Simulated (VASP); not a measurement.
# Sn2As (P-31m) in VASP: a series of runs

Sn2As is run at these levels: PBE; tasks: single point, relaxation of cell and atoms.

Program: VASP 6.6.1. These are calculated values, not measurements. Logs are shortened: lines on timing, memory, paths and dates and some standing lists are left out, and cuts for length are marked.

### 1 The cell of the first run

It takes space group P-31m (No. 162, trigonal). The conventional cell has a = 6.451 Å, b = 6.451 Å, c = 6.004 Å, α = 90.00°, β = 90.00°, γ = 120.00°. Sn (site symmetry m) has 3 As at 2.62 to 2.63 Å within 3.5 Å. As (site symmetry 32) has 6 Sn at 2.63 Å within 3.5 Å. Within 3.5 Å of As (site symmetry -3m) lie 6 Sn at 2.62 Å.

### 2 Single point, PBE

Input file INCAR:

```
  ALGO = Fast
  EDIFF = 1E-6
  ENCUT = 520
  GGA = PE
  ISIF = 2
  ISMEAR = 0
  LASPH = T
  LCHARG = T
  LELF = T
  LREAL = F
  LVHAR = T
  LWAVE = F
  NBANDS = 60
  NELM = 80
  PREC = Accurate
  SIGMA = 0.1
```

Input file KPOINTS:

```
k-points
0
Gamma
  3 3 4
```

Input file POSCAR:

```
Sn2As
1.0
    6.4514627434      0.0000000000      0.0000000000
   -3.2257313716      5.5871306272      0.0000000000
    0.0000000000      0.0000000000      6.0040508327
Sn As
6 3
Direct
    0.3330500000      0.0000000000      0.2491000000
    0.0000000000      0.3330500000      0.2491000000
    0.6669500000      0.6669500000      0.2491000000
    0.0000000000      0.6669500000      0.7509000000
    0.6669500000      0.0000000000      0.7509000000
    0.3330500000      0.3330500000      0.7509000000
    0.3333333333      0.6666666667      0.5000000000
    0.6666666667      0.3333333333      0.5000000000
    0.0000000000      0.0000000000      0.0000000000
```

Potentials or basis: VASP PAW PBE potentials, release 64 (Sn_d, As).

Run with:

```console
$ cat potpaw_PBE.64/Sn_d/POTCAR potpaw_PBE.64/As/POTCAR > POTCAR
$ mpirun -np 1 vasp_std > vasp.out
```

OUTCAR:

```text
EDIFF = 1E-6
   ENCUT = 520
   GGA = PE
   ISIF = 2
   ISMEAR = 0
   LASPH = T
   LREAL = F
   NELM = 80
   PREC = Accurate

 ion  position               nearest neighbor table
   1  0.333  0.000  0.249-   9 2.62   7 2.63   8 2.63   6 3.68   4 3.68   5 3.69   6 3.70   4 3.70
                             5 3.70   2 3.72   3 3.72   2 3.73   3 3.73   3 3.73   2 3.73
   2  0.000  0.333  0.249-   9 2.62   8 2.63   7 2.63   5 3.68   6 3.68   4 3.69   5 3.70   6 3.70
                             4 3.70   3 3.72   1 3.72   1 3.73   3 3.73   3 3.73   1 3.73
   3  0.667  0.667  0.249-   9 2.62   8 2.63   7 2.63   5 3.68   4 3.68   6 3.69   5 3.70   4 3.70
                             6 3.70   2 3.72   1 3.72   1 3.73   2 3.73   1 3.73   2 3.73
   4  0.000  0.667  0.751-   9 2.62   7 2.63   8 2.63   1 3.68   3 3.68   2 3.69   1 3.70   3 3.70
                             2 3.70   6 3.72   5 3.72   5 3.73   6 3.73   6 3.73   5 3.73
   5  0.667  0.000  0.751-   9 2.62   8 2.63   7 2.63   3 3.68   2 3.68   1 3.69   3 3.70   2 3.70
                             1 3.70   4 3.72   6 3.72   4 3.73   6 3.73   6 3.73   4 3.73
   6  0.333  0.333  0.751-   9 2.62   7 2.63   8 2.63   1 3.68   2 3.68   3 3.69   1 3.70   2 3.70
                             3 3.70   4 3.72   5 3.72   5 3.73   4 3.73   5 3.73   4 3.73
   7  0.333  0.667  0.500-   1 2.63   4 2.63   2 2.63   5 2.63   6 2.63   3 2.63
   8  0.667  0.333  0.500-   5 2.63   2 2.63   4 2.63   1 2.63   3 2.63   6 2.63
   9  0.000  0.000  0.000-   2 2.62   4 2.62   3 2.62   6 2.62   5 2.62   1 2.62

  LATTYP: Found a hexagonal cell.
 ALAT       =     6.4514627434
 C/A-ratio  =     0.9306495397

  Lattice vectors:

 A1 = (   6.4514627434,   0.0000000000,   0.0000000000)
 A2 = (  -3.2257313716,   5.5871306272,   0.0000000000)
 A3 = (   0.0000000000,   0.0000000000,   6.0040508327)

Analysis of symmetry for initial positions (statically):
=====================================================================
 Subroutine PRICEL returns:
 Original cell was already a primitive cell.

 Routine SETGRP: Setting up the symmetry group for a
 hexagonal supercell.

 Subroutine GETGRP returns: Found 12 space group operations
 (whereof 12 operations were pure point group operations)
 out of a pool of 24 trial point group operations.

The static configuration has the point symmetry D_3d.

Analysis of symmetry for dynamics (positions and initial velocities):
=====================================================================
 Subroutine PRICEL returns:
 Original cell was already a primitive cell.

 Routine SETGRP: Setting up the symmetry group for a
 hexagonal supercell.

 Subroutine GETGRP returns: Found 12 space group operations
 (whereof 12 operations were pure point group operations)
 out of a pool of 24 trial point group operations.

The dynamic configuration has the point symmetry D_3d.

 Subroutine INISYM returns: Found 12 space group operations
 (whereof 12 operations are pure point group operations),
 and found     1 'primitive' translations

----------------------------------------------------------------------------------------

                                     Primitive cell

  volume of cell :     216.4170

  direct lattice vectors                    reciprocal lattice vectors
     6.451462743  0.000000000  0.000000000     0.155003608  0.089491375  0.000000000
    -3.225731372  5.587130627  0.000000000     0.000000000  0.178982749  0.000000000
     0.000000000  0.000000000  6.004050833     0.000000000  0.000000000  0.166554219

  length of vectors
     6.451462743  6.451462743  6.004050833     0.178982749  0.178982749  0.166554219

  position of ions in fractional coordinates (direct lattice)
     0.333050000  0.000000000  0.249100000
     0.000000000  0.333050000  0.249100000
     0.666950000  0.666950000  0.249100000
     0.000000000  0.666950000  0.750900000
     0.666950000  0.000000000  0.750900000
     0.333050000  0.333050000  0.750900000
     0.333333333  0.666666667  0.500000000
     0.666666667  0.333333333  0.500000000
     0.000000000  0.000000000  0.000000000

  ion indices of the primitive-cell ions
   primitive index   ion index
                 1           1
                 2           2
                 3           3
                 4           4
                 5           5
                 6           6
                 7           7
                 8           8
                 9           9

----------------------------------------------------------------------------------------

 KPOINTS: k-points

Automatic generation of k-mesh.
 Grid dimensions read from file:
 generate k-points for:    3    3    4

 Generating k-lattice:

  Cartesian coordinates                     Fractional coordinates (reciprocal lattice)
     0.051667869  0.029830458  0.000000000     0.333333333  0.000000000  0.000000000
     0.000000000  0.059660916  0.000000000     0.000000000  0.333333333  0.000000000
     0.000000000  0.000000000  0.041638555     0.000000000  0.000000000  0.250000000

  Length of vectors
     0.059660916  0.059660916  0.041638555

  Shift w.r.t. Gamma in fractional coordinates (k-lattice)
     0.000000000  0.000000000  0.000000000

 Subroutine IBZKPT returns following result:
 ===========================================

 Found     10 irreducible k-points:

 Following reciprocal coordinates:
            Coordinates               Weight
  0.000000  0.000000  0.000000      1.000000
  0.333333 -0.000000  0.000000      6.000000
  0.333333  0.333333  0.000000      2.000000
  0.000000  0.000000  0.250000      2.000000
  0.333333 -0.000000  0.250000     12.000000
  0.333333  0.333333  0.250000      2.000000
 -0.333333 -0.333333  0.250000      2.000000
  0.000000  0.000000  0.500000      1.000000
  0.333333 -0.000000  0.500000      6.000000
  0.333333  0.333333  0.500000      2.000000
   k-points           NKPTS =     10   k-points in BZ     NKDIM =     10   number of bands    NBANDS=     60
   number of dos      NEDOS =    301   number of ions     NIONS =      9
   total plane-waves  NPLWV = 110592
   dimension x,y,z NGX =    48 NGY =   48 NGZ =   48
   dimension x,y,z NGXF=    96 NGYF=   96 NGZF=   96
   ions per type =               6   3
   NGX,Y,Z   is equivalent  to a cutoff of  12.37, 12.37, 13.29 a.u.
   NGXF,Y,Z  is equivalent  to a cutoff of  24.74, 24.74, 26.58 a.u.
 SYSTEM =  unknown system
   PREC   = accura    normal or accurate (medium, high low for compatibility)
   ISTART =      0    job   : 0-new  1-cont  2-samecut
   ICHARG =      2    charge: 1-file 2-atom 10-const
   ISPIN  =      1    spin polarized calculation?
   LNONCOLLINEAR =      F non collinear calculations
   LSORBIT =      F    spin-orbit coupling
   LASPH  =      T    aspherical Exc in radial PAW
   ENCUT  =  520.0 eV  38.22 Ry    6.18 a.u.  12.00 12.00 11.16*2*pi/ulx,y,z
   NELM   =     80;   NELMIN=  2; NELMDL= -5     # of ELM steps
   EDIFF  = 0.1E-05   stopping-criterion for ELM
   LREAL  =      F    real-space projection
   EDIFFG = 0.1E-04   stopping-criterion for IOM
   NSW    =      0    number of steps for IOM
   IBRION =     -1    ionic relax: 0-MD 1-quasi-New 2-CG
   NFREE  =      0    steps in history (QN), initial steepest desc. (CG)
   ISIF   =      2    stress and relaxation
   ISYM   =      2    0-nonsym 1-usesym 2-fastsym
   POTIM  = 0.5000    time-step for ionic-motion
   TEBEG  =    0.0;   TEEND  =   0.0 temperature during run
   PSTRESS=    0.0 pullay stress
   NELECT =      99.0000    total number of electrons
   NUPDOWN=      -1.0000    fix difference up-down
   EMIN   =  10.00;   EMAX   =-10.00  energy-range for DOS
   EFERMI =   0.00;   METHOD = LEGACY
   ISMEAR =     0;   SIGMA  =   0.10  broadening in eV -4-tet -1-fermi 0-gaus
   EFERMI_NEDOS =   21; number of points for ismear=-14 and -15
   IALGO  =     68    algorithm
   IMIX   =      4    mixing-type and parameters
     AMIX     =   0.40;   BMIX     =  1.00
     AMIX_MAG =   1.60;   BMIX_MAG =  1.00
  volume/ion in A,a.u.               =      24.05       162.27
  Fermi-wavevector in a.u.,A,eV,Ry     =   1.261410  2.383718 21.648964  1.591154
  Thomas-Fermi vector in A             =   2.394870
   LORBIT       =      0    0 simple, 1 ext, 2 COOP (PROOUT), +10 PAW based schemes
   GGA     = PE    functional components
   LHFCALC =     F    Hartree Fock is set to
   AEXX    =    0.0000 exact exchange contribution
   IVDW    =     0    specifies the selected vdW correction
   LEPSILON=     F    determine dielectric tensor
   LRPA    =     F    only Hartree local field effects (RPA)
 non-spin polarized calculation
 RMM-DIIS sequential band-by-band and
 Gauss-broadening in eV      SIGMA  =   0.10
  energy-cutoff  :      520.00
  volume of cell :      216.42
 maximum number of plane-waves:      5873
   NGX = 23   NGY = 23   NGZ = 23

 number of electron      98.9999958 magnetization

 Free energy of the ion-electron system (eV)
  ---------------------------------------------------
  ext. energy  EPLUGINS =         0.00000000
  ---------------------------------------------------
  free energy    TOTEN  =       -32.32258120 eV

  energy without entropy =      -32.29134068  energy(sigma->0) =      -32.30696094

 E-fermi :   7.9916     XC(G=0): -10.3537

 val. band max:        7.9774533955   @ k =   0.3333  -0.0000   0.5000
 cond. band min:       8.0641115545   @ k =   0.3333   0.3333   0.5000
 fundamental gap:      0.0866581590
 Fermi energy:         7.9915938544

 k-point     1 :       0.0000    0.0000    0.0000
  band No.  band energies     occupation
      1     -13.8436      2.00000
      2     -13.8075      2.00000
      3     -13.7648      2.00000
      4     -13.7648      2.00000
      5     -13.7494      2.00000
      6     -13.7494      2.00000
[... 52 lines left out ...]
     59      12.0811      0.00000
     60      12.2067      0.00000

 k-point     2 :       0.3333   -0.0000    0.0000
  band No.  band energies     occupation
      1     -13.8322      2.00000
      2     -13.7999      2.00000
      3     -13.7844      2.00000
      4     -13.7672      2.00000
      5     -13.7533      2.00000
      6     -13.7530      2.00000
[... 501 lines left out ...]
      4     -13.7672      2.00000
      5     -13.7672      2.00000
      6     -13.7471      2.00000
[... 52 lines left out ...]
     59      12.3198      0.00000
     60      12.3491      0.00000

------------------------ aborting loop because EDIFF is reached ----------------------------------------

  FORCE on cell =-STRESS in cart. coord.  units (eV):
  Direction    XX          YY          ZZ          XY          YZ          ZX
  --------------------------------------------------------------------------------------
  -------------------------------------------------------------------------------------
  Total       23.9435961     23.9435961     20.4179918      0.0000000      0.0000000      0.0000000
  in kB      177.2591167    177.2591167    151.1583796      0.0000000      0.0000000      0.0000000
  external PRESSURE =     168.5588710 kB  Pullay stress =       0.0000000 kB

 VOLUME and BASIS-vectors are now :
 -----------------------------------------------------------------------------
  energy-cutoff  :      520.00
  volume of cell :      216.42
      direct lattice vectors                 reciprocal lattice vectors
     6.451462743  0.000000000  0.000000000     0.155003608  0.089491375  0.000000000
    -3.225731372  5.587130627  0.000000000     0.000000000  0.178982749  0.000000000
     0.000000000  0.000000000  6.004050833     0.000000000  0.000000000  0.166554219

 POSITION                                       TOTAL-FORCE (eV/Angst)
 -----------------------------------------------------------------------------------
      2.14866      0.00000      1.49561         0.180894      0.000000     -0.976474
     -1.07433      1.86079      1.49561        -0.090447      0.156659     -0.976474
      2.15140      3.72634      1.49561        -0.090447     -0.156659     -0.976474
     -2.15140      3.72634      4.50844         0.090447     -0.156659      0.976474
      4.30280      0.00000      4.50844        -0.180894      0.000000      0.976474
      1.07433      1.86079      4.50844         0.090447      0.156659      0.976474
     -0.00000      3.72475      3.00203        -0.000000      0.000000      0.000000
      3.22573      1.86238      3.00203        -0.000000      0.000000      0.000000
      0.00000      0.00000      0.00000        -0.000000      0.000000      0.000000
 -----------------------------------------------------------------------------------
    total drift:                                0.000000      0.000000     -0.000000

  FREE ENERGIE OF THE ION-ELECTRON SYSTEM (eV)
  ---------------------------------------------------
  free  energy   TOTEN  =       -32.3225811967 eV

  energy  without entropy=      -32.2913406848  energy(sigma->0) =      -32.30696094
```

It took 1.7 min on 1 thread of Intel Xeon 6975P-C (Granite Rapids), shared host; peak memory 0.37 GiB.

What came out:

| Property | Result |
| --- | --- |
| Free energy | -32.3226 eV |
| Pressure | 16.9 GPa |
| Largest force | 0.993 eV/Å |
| Band gap on the k mesh | zero (an odd number of electrons rules out a gap without spin polarisation) |

Forces in eV/Å, atoms in the order of the input:
```
Sn   0.181  0.000 -0.976
Sn  -0.090  0.157 -0.976
Sn  -0.090 -0.157 -0.976
Sn   0.090 -0.157  0.976
Sn  -0.181  0.000  0.976
Sn   0.090  0.157  0.976
As   0.000  0.000  0.000
As   0.000  0.000  0.000
As   0.000  0.000  0.000
```

Stress tensor (GPa, compression positive):
```
17.73  0.00  0.00
 0.00 17.73  0.00
 0.00  0.00 15.12
```

Levels at points of the mesh, in eV from the Fermi level:
| k point | band 47 | band 48 | band 49 | band 50 | band 51 | band 52 |
| --- | --- | --- | --- | --- | --- | --- |
| (0.00, 0.00, 0.00) | -2.31 | -2.31 | -1.07 | -1.07 | -0.08 | 1.75 |
| (0.00, 0.00, 0.50) | -0.38 | 0.33 | 0.33 | 0.50 | 1.10 | 1.10 |

Caveat: the k points lie up to 0.37 Å⁻¹ apart, too coarse for converged energies and pressures of a metal; spin-orbit coupling is left out, which moves the levels of the heavy elements.

(Continued in part 2 of 3.)

The gap in the log of VASP goes by the Fermi energy; the results here count the filled bands.